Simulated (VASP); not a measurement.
# BAs (I-4m2) in VASP: further runs

The runs below take BAs through single point, with PBE.

All numbers are computed with VASP 6.6.1; they aren't measurements. Logs are shortened: lines on timing, memory, paths and dates and some standing lists are left out, and cuts for length are marked.

### 1 The cell of the first run

It takes space group I-4m2 (No. 119, tetragonal). The conventional cell has a = 3.536 Å, b = 3.536 Å, c = 4.616 Å, α = 90.00°, β = 90.00°, γ = 90.00°. B (site symmetry -4m2) has 4 As at 2.11 Å within 2.8 Å. Within 2.8 Å of As (site symmetry -4m2) lie 4 B at 2.11 Å.

### 2 Single point, PBE (strain +0.040 along x and y, -0.040 along z)

Contents of INCAR:

```
PREC = Accurate
ENCUT = 520
EDIFF = 1E-7
ISMEAR = 0
SIGMA = 0.05
LREAL = F
LASPH = T
NELM = 60
ALGO = Normal
ISIF = 2
LWAVE = F
LCHARG = F
GGA = PE
NBANDS = 11
```

Contents of KPOINTS:

```
regular mesh
0
Gamma
  10 10 10
```

Contents of POSCAR:

```
BAs
1.0
    0.0000000000      2.5005876081      2.3082347151
    2.5005876081      0.0000000000      2.3082347151
    2.5005876081      2.5005876081      0.0000000000
B As
1 1
Direct
    0.0000000000      0.0000000000      0.0000000000
    0.7500000000      0.7500000000      0.7500000000
```

Potentials or basis: VASP PAW PBE potentials, release 64 (B, As).

Run with:

```sh
$ cat potpaw_PBE.64/B/POTCAR potpaw_PBE.64/As/POTCAR > POTCAR
$ mpirun -np 1 vasp_std > vasp.out
```

OUTCAR:

```text
PREC = Accurate
   ENCUT = 520
   EDIFF = 1E-7
   ISMEAR = 0
   LREAL = F
   LASPH = T
   NELM = 60
   ISIF = 2
   GGA = PE

 ion  position               nearest neighbor table
   1  0.000  0.000  0.000-   2 2.11   2 2.11   2 2.11   2 2.11
   2  0.750  0.750  0.750-   1 2.11   1 2.11   1 2.11   1 2.11

  LATTYP: Found a body centered tetragonal cell.
 ALAT       =     3.5363649093
 C/A-ratio  =     1.3054279037

  Lattice vectors:

 A1 = (   0.0000000000,  -2.5005876081,  -2.3082347151)
 A2 = (   0.0000000000,   2.5005876081,  -2.3082347151)
 A3 = (   2.5005876081,   0.0000000000,   2.3082347151)

Analysis of symmetry for initial positions (statically):
=====================================================================
 Subroutine PRICEL returns:
 Original cell was already a primitive cell.

 Routine SETGRP: Setting up the symmetry group for a
 body centered tetragonal supercell.

 Subroutine GETGRP returns: Found  8 space group operations
 (whereof  8 operations were pure point group operations)
 out of a pool of 16 trial point group operations.

The static configuration has the point symmetry D_2d.

Analysis of symmetry for dynamics (positions and initial velocities):
=====================================================================
 Subroutine PRICEL returns:
 Original cell was already a primitive cell.

 Routine SETGRP: Setting up the symmetry group for a
 body centered tetragonal supercell.

 Subroutine GETGRP returns: Found  8 space group operations
 (whereof  8 operations were pure point group operations)
 out of a pool of 16 trial point group operations.

The dynamic configuration has the point symmetry D_2d.

 Subroutine INISYM returns: Found  8 space group operations
 (whereof  8 operations are pure point group operations),
 and found     1 'primitive' translations

----------------------------------------------------------------------------------------

                                     Primitive cell

  volume of cell :      28.8665

  direct lattice vectors                    reciprocal lattice vectors
     0.000000000  2.500587608  2.308234715    -0.199953002  0.199953002  0.216615753
     2.500587608  0.000000000  2.308234715     0.199953002 -0.199953002  0.216615753
     2.500587608  2.500587608  0.000000000     0.199953002  0.199953002 -0.216615753

  length of vectors
     3.403070068  3.403070068  3.536364909     0.356208914  0.356208914  0.356208914

  position of ions in fractional coordinates (direct lattice)
     0.000000000  0.000000000  0.000000000
     0.750000000  0.750000000  0.750000000

  ion indices of the primitive-cell ions
   primitive index   ion index
                 1           1
                 2           2
[... 78 lines left out ...]
   ISIF   =      2    stress and relaxation
   ISYM   =      2    0-nonsym 1-usesym 2-fastsym
   POTIM  = 0.5000    time-step for ionic-motion
   TEBEG  =    0.0;   TEEND  =   0.0 temperature during run
   PSTRESS=    0.0 pullay stress
   NELECT =       8.0000    total number of electrons
   NUPDOWN=      -1.0000    fix difference up-down
   EMIN   =  10.00;   EMAX   =-10.00  energy-range for DOS
   EFERMI =   0.00;   METHOD = LEGACY
   ISMEAR =     0;   SIGMA  =   0.05  broadening in eV -4-tet -1-fermi 0-gaus
   EFERMI_NEDOS =   21; number of points for ismear=-14 and -15
   IALGO  =     38    algorithm
   IMIX   =      4    mixing-type and parameters
     AMIX     =   0.40;   BMIX     =  1.00
     AMIX_MAG =   1.60;   BMIX_MAG =  1.00
  volume/ion in A,a.u.               =      14.43        97.40
  Fermi-wavevector in a.u.,A,eV,Ry     =   1.067350  2.016999 15.500242  1.139236
  Thomas-Fermi vector in A             =   2.202963
   LORBIT       =      0    0 simple, 1 ext, 2 COOP (PROOUT), +10 PAW based schemes
   GGA     = PE    functional components
   LHFCALC =     F    Hartree Fock is set to
   AEXX    =    0.0000 exact exchange contribution
   IVDW    =     0    specifies the selected vdW correction
   LEPSILON=     F    determine dielectric tensor
   LRPA    =     F    only Hartree local field effects (RPA)
 non-spin polarized calculation
 Gauss-broadening in eV      SIGMA  =   0.05
  energy-cutoff  :      520.00
  volume of cell :       28.87
 maximum number of plane-waves:       799
 NGX is ok and might be reduce to    28
   NGX = 13   NGY = 13   NGZ = 13

 number of electron       8.0000000 magnetization

 Free energy of the ion-electron system (eV)
  ---------------------------------------------------
  ext. energy  EPLUGINS =         0.00000000
  ---------------------------------------------------
  free energy    TOTEN  =       -11.33235458 eV

  energy without entropy =      -11.33233782  energy(sigma->0) =      -11.33234620

 E-fermi :   6.0239     XC(G=0): -10.3446

 val. band max:        5.9673064977   @ k =   0.0000   0.0000   0.0000
 cond. band min:       6.0917906939   @ k =   0.4000   0.4000   0.0000
 fundamental gap:      0.1244841962
 Fermi energy:         6.0238840771

 k-point     1 :       0.0000    0.0000    0.0000
  band No.  band energies     occupation
      1      -9.3746      2.00000
      2       5.2828      2.00000
      3       5.2828      2.00000
      4       5.9673      1.89046
      5       8.4103      0.00000
      6       8.9285      0.00000
      7       8.9285      0.00000
      8       9.4129      0.00000
      9      14.8522      0.00000
     10      17.2160      0.00000
     11      18.8628      0.00000
[... 309 lines left out ...]
 k-point    24 :       0.4000    0.3000    0.0000
  band No.  band energies     occupation
      1      -6.6551      2.00000
      2      -0.5010      2.00000
      3       1.6070      2.00000
      4       1.8181      2.00000
      5       6.5923      0.00000
      6       8.5385      0.00000
      7      13.9975      0.00000
      8      14.1159      0.00000
      9      17.4868      0.00000
     10      20.6000      0.00000
     11      21.0135      0.00000

 [... further k-points ...]
[... 5 lines left out ...]
  --------------------------------------------------------------------------------------
  -------------------------------------------------------------------------------------
  Total       -1.5646497     -1.5646497      0.9230598      0.0000000      0.0000000      0.0000000
  in kB      -86.8427551    -86.8427551     51.2325905      0.0000000      0.0000000      0.0000000
  external PRESSURE =     -40.8176399 kB  Pullay stress =       0.0000000 kB

 VOLUME and BASIS-vectors are now :
 -----------------------------------------------------------------------------
  energy-cutoff  :      520.00
  volume of cell :       28.87
      direct lattice vectors                 reciprocal lattice vectors
     0.000000000  2.500587608  2.308234715    -0.199953002  0.199953002  0.216615753
     2.500587608  0.000000000  2.308234715     0.199953002 -0.199953002  0.216615753
     2.500587608  2.500587608  0.000000000     0.199953002  0.199953002 -0.216615753

 POSITION                                       TOTAL-FORCE (eV/Angst)
 -----------------------------------------------------------------------------------
      0.00000      0.00000      0.00000        -0.000000     -0.000000      0.000000
      3.75088      3.75088      3.46235         0.000000      0.000000      0.000000
 -----------------------------------------------------------------------------------
    total drift:                               -0.000000     -0.000000      0.000000

  FREE ENERGIE OF THE ION-ELECTRON SYSTEM (eV)
  ---------------------------------------------------
  free  energy   TOTEN  =       -11.3323545776 eV

  energy  without entropy=      -11.3323378177  energy(sigma->0) =      -11.33234620
```

Wall time 27 s (1 thread of Intel Xeon Platinum 8488C (Sapphire Rapids), shared host); peak memory 0.18 GiB.

Results:

```yaml
Free_energy: -11.3324 eV
Pressure: -4.1 GPa
Band_gap_on_the_k_mesh: 0.12 eV, indirect (least direct gap 2.44 eV)
```

Levels at points of the mesh, in eV from the valence-band top:
```
           k point  band 1  band 2  band 3  band 4  band 5  band 6  band 7  band 8
(0.00, 0.00, 0.00)  -15.34   -0.68   -0.68    0.00    2.44    2.96    2.96    3.45
(0.50, 0.00, 0.00)  -12.66   -8.83   -2.59   -1.76    1.66    3.96    4.79    8.35
(0.50, 0.50, 0.00)  -11.06   -8.25   -4.75   -4.75    0.44    0.47   10.40   10.40
(0.50, 0.00, 0.50)  -11.64   -8.86   -4.09   -3.97    1.36    1.37    9.67   10.53
```

Caveat: the cell differs from its parent crystal (strain +0.040 along x and y, -0.040 along z).

### 3 Single point, PBE (strain +0.000 along x and y, +0.080 along z)

Contents of INCAR:

```
PREC     = Accurate       # precision mode
ENCUT    = 520            # plane-wave cutoff, eV
EDIFF    = 1E-7           # SCF threshold, eV
ISMEAR   = 0              # smearing method
SIGMA    = 0.05           # smearing width, eV
LREAL    = False          # projectors in reciprocal space
LASPH    = True           # aspherical terms in the spheres
NELM     = 60             # most SCF steps
ALGO     = Normal         # electronic algorithm
ISIF     = 2              # what is computed and relaxed
LWAVE    = False          # write WAVECAR
LCHARG   = False          # write CHGCAR
GGA      = PE             # functional
NBANDS   = 11             # bands
```

Contents of KPOINTS:

```
Automatic mesh
0
Gamma
  10 10 10
```

Contents of POSCAR:

```
BAs
1.0
    0.0000000000      2.4044111616      2.5967640545
    2.4044111616      0.0000000000      2.5967640545
    2.4044111616      2.4044111616      0.0000000000
B As
1 1
Direct
    0.0000000000      0.0000000000      0.0000000000
    0.7500000000      0.7500000000      0.7500000000
```

Potentials or basis: VASP PAW PBE potentials, release 64 (B, As).

Run with:

```sh
$ cat potpaw_PBE.64/B/POTCAR potpaw_PBE.64/As/POTCAR > POTCAR
$ mpirun -np 1 vasp_std > vasp.out
```

It took 25 s on 1 thread of Intel Xeon Platinum 8488C (Sapphire Rapids), shared host; peak memory 0.18 GiB.

It converged, with:

```
Free energy            : -11.2828 eV
Pressure               : -8.1 GPa
Band gap on the k mesh : 0.73 eV, indirect (least direct gap 2.78 eV)
```

Stress tensor (GPa, compression positive):
```
 -2.82   0.00   0.00
  0.00  -2.82   0.00
  0.00   0.00 -18.77
```

Levels at points of the mesh, in eV from the valence-band top:
```
           k point  band 1  band 2  band 3  band 4  band 5  band 6  band 7  band 8  band 9
(0.00, 0.00, 0.00)  -14.81   -0.76    0.00    0.00    2.78    2.78    3.16    3.26    8.91
(0.50, 0.00, 0.00)  -12.27   -8.36   -2.34   -1.47    1.65    4.41    4.67    8.43   11.64
(0.50, 0.50, 0.00)  -11.47   -8.62   -3.48   -3.48    1.85    1.87   10.09   10.09   11.26
(0.50, 0.00, 0.50)  -10.92   -8.07   -4.20   -4.07    0.99    1.03    9.60   10.46   11.77
```

Caveat: the cell differs from its parent crystal (strain +0.000 along x and y, +0.080 along z). A k mesh can miss the band edges.

### 4 Single point, PBE (strain +0.080 along x and y, -0.080 along z)

Contents of INCAR:

```
PREC = Accurate
ENCUT = 520
EDIFF = 1E-7
ISMEAR = 0
SIGMA = 0.05
LREAL = False
LASPH = True
NELM = 60
ALGO = Normal
ISIF = 2
LWAVE = False
LCHARG = True
GGA = PE
LELF = True
LVHAR = True
NBANDS = 11
```

KPOINTS is that of step 3.

Contents of POSCAR:

```
BAs
1.0
    0.0000000000      2.5967640545      2.2120582687
    2.5967640545      0.0000000000      2.2120582687
    2.5967640545      2.5967640545      0.0000000000
B As
1 1
Direct
    0.0000000000      0.0000000000      0.0000000000
    0.7500000000      0.7500000000      0.7500000000
```

Run with:

```sh
$ cat potpaw_PBE.64/B/POTCAR potpaw_PBE.64/As/POTCAR > POTCAR
$ mpirun -np 1 vasp_std > vasp.out
```

It took 22 s on 1 thread of Intel Xeon Platinum 8488C (Sapphire Rapids), shared host; peak memory 0.18 GiB.

The run converged. Its results:

```yaml
Free_energy: -11.1132 eV
Pressure: -7.8 GPa
Band_gap_on_the_k_mesh: zero (band 4 reaches 6.00 eV, above the bottom of band 5 at 5.20 eV)
```

Stress tensor (GPa, compression positive):
```
-15.34   0.00   0.00
  0.00 -15.34   0.00
  0.00   0.00   7.42
```

Levels at points of the mesh, in eV from the Fermi level:
```csv
k point,band 1,band 2,band 3,band 4,band 5,band 6,band 7,band 8,band 9
"(0.00, 0.00, 0.00)",-14.90,-0.72,-0.72,0.51,2.32,3.02,3.35,3.35,8.96
"(0.50, 0.00, 0.00)",-12.31,-8.43,-2.72,-1.25,1.18,3.81,5.48,8.60,11.30
"(0.50, 0.50, 0.00)",-10.48,-7.50,-4.85,-4.85,0.14,0.15,10.23,10.23,12.39
"(0.50, 0.00, 0.50)",-11.51,-8.71,-3.54,-3.33,1.87,1.92,8.72,9.92,10.68
```

Caveat: the cell differs from its parent crystal (strain +0.080 along x and y, -0.080 along z).

### 5 Single point, PBE (strain +0.040 along x and y, +0.000 along z)

Contents of INCAR:

```
SYSTEM = BAs
PREC = Accurate
ENCUT = 520
EDIFF = 1E-7
ISMEAR = 0
SIGMA = 0.05
LREAL = .False.
LASPH = .True.
NELM = 100
ALGO = Normal
ISIF = 2
LWAVE = .False.
LCHARG = .False.
GGA = PE
NBANDS = 11
```

Contents of KPOINTS:

```
regular mesh
0
Gamma
  10 10 10
  0 0 0
```

Contents of POSCAR:

```
BAs
1.0
    0.0000000000      2.5005876081      2.4044111616
    2.5005876081      0.0000000000      2.4044111616
    2.5005876081      2.5005876081      0.0000000000
B As
1 1
Direct
    0.0000000000      0.0000000000      0.0000000000
    0.7500000000      0.7500000000      0.7500000000
```

Run with:

```sh
$ cat potpaw_PBE.64/B/POTCAR potpaw_PBE.64/As/POTCAR > POTCAR
$ mpirun -np 1 vasp_std > vasp.out
```

Wall time 24 s (1 thread of Intel Xeon Platinum 8488C (Sapphire Rapids), shared host); peak memory 0.18 GiB.

The run converged. Its results:

```yaml
Free_energy: -11.3375 eV
Pressure: -8.3 GPa
Band_gap_on_the_k_mesh: 0.73 eV, indirect (least direct gap 2.77 eV)
```

Stress tensor (GPa, compression positive):
```
-10.64   0.00   0.00
  0.00 -10.64   0.00
  0.00   0.00  -3.69
```

Levels at points of the mesh, in eV from the valence-band top:
```tsv
k point	band 2	band 3	band 4	band 5	band 6	band 7
(0.00, 0.00, 0.00)	-0.34	-0.34	0.00	2.77	3.02	3.02
(0.50, 0.00, 0.00)	-8.33	-2.09	-1.68	1.86	4.30	4.62
(0.50, 0.50, 0.00)	-8.04	-4.13	-4.13	1.01	1.04	10.25
(0.50, 0.00, 0.50)	-8.32	-3.82	-3.76	1.45	1.46	9.94
```

Caveat: the cell differs from its parent crystal (strain +0.040 along x and y, +0.000 along z).

### 6 Summary

| cell | gap on the mesh (eV) | pressure (GPa) |
| --- | --- | --- |
| a = 3.403, b = 3.403, c = 3.536 Å, angles 58.7, 58.7, 62.6°, 2 atoms | 0.12 | -4.1 |
| a = 3.539, b = 3.539, c = 3.400 Å, angles 61.3, 61.3, 57.4°, 2 atoms | 0.73 | -8.1 |
| a = 3.411, b = 3.411, c = 3.672 Å, angles 57.4, 57.4, 65.1°, 2 atoms | none | -7.8 |
| a = 3.469, b = 3.469, c = 3.536 Å, angles 59.4, 59.4, 61.3°, 2 atoms | 0.73 | -8.3 |

Alike in all rows: task single point; level PBE; potentials or basis VASP PAW PBE potentials, release 64 (B, As); no spin polarisation; k mesh 10 × 10 × 10; cutoff (eV) 520; smearing gaussian 0.05 eV.

Absolute energies hang on the potentials; compare differences alone.
